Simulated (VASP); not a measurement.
Runs of VASP 6.6.1 on WS2. The structure is that of space group C2/m (No. 12), or close to it. The cells are those of the table. 

```csv
cell,gap on the mesh (eV),pressure (GPa),largest force (eV/Å)
"a = 3.154, b = 3.154, c = 12.174 Å, angles 86.3, 86.3, 60.0°, 6 atoms",0.94,0.2,0.08
"a = 3.154, b = 3.154, c = 12.443 Å, angles 79.0, 79.0, 60.0°, 6 atoms",0.91,(b),0.31
"a = 3.154, b = 3.154, c = 12.813 Å, angles 73.9, 73.9, 60.0°, 6 atoms",0.84,(a),0.50
"a = 3.154, b = 3.154, c = 13.132 Å, angles 70.7, 70.7, 60.0°, 6 atoms",(c),0.1,0.10
```

Alike in all rows: task single point; level PBE+D3(BJ); potentials or basis VASP PAW PBE potentials, release 64 (W_sv, S); no spin polarisation; k mesh 10 × 10 × 3; cutoff (eV) 520; smearing gaussian 0.05 eV.

**Question.** Fill in the values left out.

**Answer.** (a) 0.9; (b) 0.6; (c) 0.97.

Caveats: spin-orbit coupling is left out, which moves the levels of the heavy elements.

A k mesh can miss the band edges, and the runs leave out spin-orbit coupling on W.
